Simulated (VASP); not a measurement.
Set up this calculation in VASP 6.6.1, as the native input.

```yaml
Task: single point
Functional: RPBE
Potentials_or_basis: VASP PAW PBE potentials, release 64 (Ga_d)
Cutoff: 520 eV
k_mesh: 16 × 16 × 5
Occupations: fermi-dirac, width 0.1 eV
Spin: no spin polarisation
Dipole_correction: no
Further_INCAR_settings: ALGO = Normal; EDIFF = 1e-06; NBANDS = 34
```

The structure of Ga lies in POSCAR:

```
Ga
1.0
    3.0314356238      0.0000000000      0.0000000000
   -1.5157178119      2.6253002601      0.0000000000
    0.0000000000      0.0000000000      9.8991103374
Ga
4
Direct
    0.0000000000      0.0000000000      0.0000000000
    0.0000000000      0.0000000000      0.5000000000
    0.3333333333      0.6666666667      0.2500000000
    0.6666666667      0.3333333333      0.7500000000
```

One way to write it, as run:

INCAR

```
SYSTEM = Ga
ALGO     = Normal         ! electronic algorithm
EDIFF    = 1E-6           ! SCF threshold, eV
ENCUT    = 520            ! plane-wave cutoff, eV
GGA      = RP             ! functional
ISIF     = 2              ! what is computed and relaxed
ISMEAR   = -1             ! smearing method
LASPH    = .True.         ! aspherical terms in the spheres
LCHARG   = .False.        ! write CHGCAR
LREAL    = .False.        ! projectors in reciprocal space
LWAVE    = .False.        ! write WAVECAR
NBANDS   = 34             ! bands
NELM     = 80             ! most SCF steps
PREC     = Accurate       ! precision mode
SIGMA    = 0.1            ! smearing width, eV
```

KPOINTS

```
k-points
0
Gamma
  16 16 5
  0 0 0
```

Potentials or basis: VASP PAW PBE potentials, release 64 (Ga_d).

Command:

```bash
$ cat potpaw_PBE.64/Ga_d/POTCAR > POTCAR
$ mpirun -np 1 vasp_std > vasp.out
```

Results of the run:

| Property | Result |
| --- | --- |
| Pressure | 0.0 GPa |
| Band gap on the k mesh | zero (band 26 reaches 9.31 eV, above the bottom of band 27 at 3.96 eV) |

Caveat: the PAW data sets were made with another functional, which shifts forces and pressure a little.

Run time: 9.3 min on 1 thread of AMD EPYC 7R13, with other jobs on the host, peak memory 0.28 GiB.
